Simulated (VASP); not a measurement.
Input of a VASP 6.6.1 run:

File POSCAR:

```
BN
1.0
    0.0000000000      3.4659422079      2.1478876940
    1.2411135867      0.0000000000      2.1478876940
    1.2411135867      3.4659422079      0.0000000000
B N
1 1
Direct
    0.0000490000      0.0000490000      0.9999510000
    0.6666666667      0.6666666667      0.3333333333
```

Contents of INCAR.step1:

```
SYSTEM = BN
PREC = Accurate
ENCUT = 520
ISMEAR = 1
SIGMA = 0.01
LREAL = .FALSE.
LASPH = .TRUE.
NELM = 60
NBANDS = 11
GGA = PE
ALGO = Normal
EDIFF = 1E-4
LWAVE = .TRUE.
LCHARG = .FALSE.
```

File INCAR.step2:

```
SYSTEM = BN
PREC = Accurate
ENCUT = 520
EDIFF = 1E-6
ISMEAR = 1
SIGMA = 0.01
LREAL = .FALSE.
LASPH = .TRUE.
NELM = 60
ALGO = Normal
ISIF = 2
LWAVE = .FALSE.
LCHARG = .FALSE.
METAGGA = R2SCAN
LMIXTAU = .TRUE.
NBANDS = 11
ISTART = 1
```

Contents of KPOINTS:

```
regular mesh
0
G
  8 8 8
  0 0 0
```

Potentials or basis: VASP PAW PBE potentials, release 64 (B, N).

Command:

```console
$ cat potpaw_PBE.64/B/POTCAR potpaw_PBE.64/N/POTCAR > POTCAR
$ cp INCAR.step1 INCAR
$ mpirun -np 1 vasp_std > vasp.out
$ cp INCAR.step2 INCAR
$ mpirun -np 1 vasp_std > vasp.out
```

Q: Estimate the band gap on the k mesh.

A: 4.34 eV, indirect (least direct gap 5.49 eV).

Q: What does it give for the pressure?

A: 6.1 GPa.

Q: What does it give for the largest force?

A: 0.013 eV/Å.

Stress tensor (GPa, compression positive):
```
 9.30  0.00  0.00
 0.00 -0.22  0.00
 0.00  0.00  9.28
```

Caveat: the PAW data sets were made with another functional, which shifts forces and pressure a little. r2SCAN opens gaps a little over a GGA but as a rule still falls short of measured ones.
